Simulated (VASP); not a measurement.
Set up this calculation in VASP 6.6.1, as the native input.

```
Task                   : single point
Functional             : PBE
Potentials or basis    : VASP PAW PBE potentials, release 64 (Sn_d, Te)
Cutoff                 : 520 eV
k mesh                 : 10 × 10 × 10
Occupations            : gaussian, width 0.1 eV
Spin                   : no spin polarisation
Dipole correction      : no
Further INCAR settings : ALGO = Normal; EDIFF = 1e-06; NBANDS = 24
```

The structure of SnTe3 lies in POSCAR:

```
SnTe3
1.0
   -3.0744589831      3.0744589831      3.0744589831
    3.0744589831     -3.0744589831      3.0744589831
    3.0744589831      3.0744589831     -3.0744589831
Sn Te
1 3
Direct
    0.0000000000      0.0000000000      0.0000000000
    0.0000000000      0.5000000000      0.5000000000
    0.5000000000      0.0000000000      0.5000000000
    0.5000000000      0.5000000000      0.0000000000
```

The input as run:

INCAR

```
  PREC = Accurate
  ENCUT = 520
  EDIFF = 1E-6
  ISMEAR = 0
  SIGMA = 0.1
  LREAL = False
  LASPH = True
  NELM = 80
  ALGO = Normal
  ISIF = 2
  LWAVE = False
  LCHARG = False
  GGA = PE
  NBANDS = 24
```

KPOINTS

```
regular mesh
0
Gamma
  10 10 10
```

Potentials or basis: VASP PAW PBE potentials, release 64 (Sn_d, Te).

Run with:

```sh
$ cat potpaw_PBE.64/Sn_d/POTCAR potpaw_PBE.64/Te/POTCAR > POTCAR
$ mpirun -np 1 vasp_std > vasp.out
```

Results of the run:

```yaml
Pressure: 7.3 GPa
Band_gap_on_the_k_mesh: zero (bands 16 and 17 overlap by 3.93 eV)
```

Caveat: the cell stands under pressure; spin-orbit coupling is left out, which moves the levels of the heavy elements.

Wall time 3.2 min on 1 thread of Intel Xeon 8259CL, on a shared host, peak memory 0.31 GiB.
